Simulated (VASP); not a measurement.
Here is a VASP 6.6.1 calculation.

File INCAR:

```
PREC     = Accurate       # precision mode
ENCUT    = 600            # plane-wave cutoff, eV
EDIFF    = 1E-6           # SCF threshold, eV
ISMEAR   = -1             # smearing method
SIGMA    = 0.05           # smearing width, eV
LREAL    = False          # projectors in reciprocal space
LASPH    = True           # aspherical terms in the spheres
NELM     = 80             # most SCF steps
ALGO     = Normal         # electronic algorithm
ISIF     = 3              # what is computed and relaxed
LWAVE    = False          # write WAVECAR
LCHARG   = False          # write CHGCAR
GGA      = PE             # functional
IBRION   = 2              # ionic algorithm
NSW      = 80             # ionic steps
EDIFFG   = -0.03          # ionic threshold
PSTRESS  = 50.0
```

File KPOINTS:

```
regular mesh
0
Gamma
  6 6 6
```

File POSCAR:

```
Ca
1.0
    3.6300000000      0.0000000000      0.0000000000
    0.0000000000      3.6300000000      0.0000000000
    0.0000000000      0.0000000000      3.6300000000
Ca
1
Direct
    0.0000000000      0.0000000000      0.0000000000
```

Potentials or basis: VASP PAW PBE potentials, release 64 (Ca_sv).

Command:

```sh
$ cat potpaw_PBE.64/Ca_sv/POTCAR > POTCAR
$ mpirun -np 1 vasp_std > vasp.out
```

Q: What does it give for the band gap on the k mesh?

A: Zero (bands 5 and 6 overlap by 0.90 eV).

Q: Estimate the relaxed cell.

A: a = 3.213 Å, b = 3.213 Å, c = 3.213 Å, α = 90.00°, β = 90.00°, γ = 90.00°.

Q: What does it give for the space group after relaxing (to 0.1 Å)?

A: Pm-3m (No. 221).

The path:
```csv
step,energy change (eV),largest force (eV/Å),pressure (GPa),volume (Å³)
1,0.0000,0.0000,-0.95,47.83
2,0.0499,0.0000,2.84,36.55
3,0.1232,0.0000,4.80,33.46
4,0.1319,0.0000,5.03,33.18
```

Caveat: the cell is relaxed towards a set pressure, so the run minimises the enthalpy, not the energy; the volume moved by over 15 % at a fixed basis, so the end points are rough.
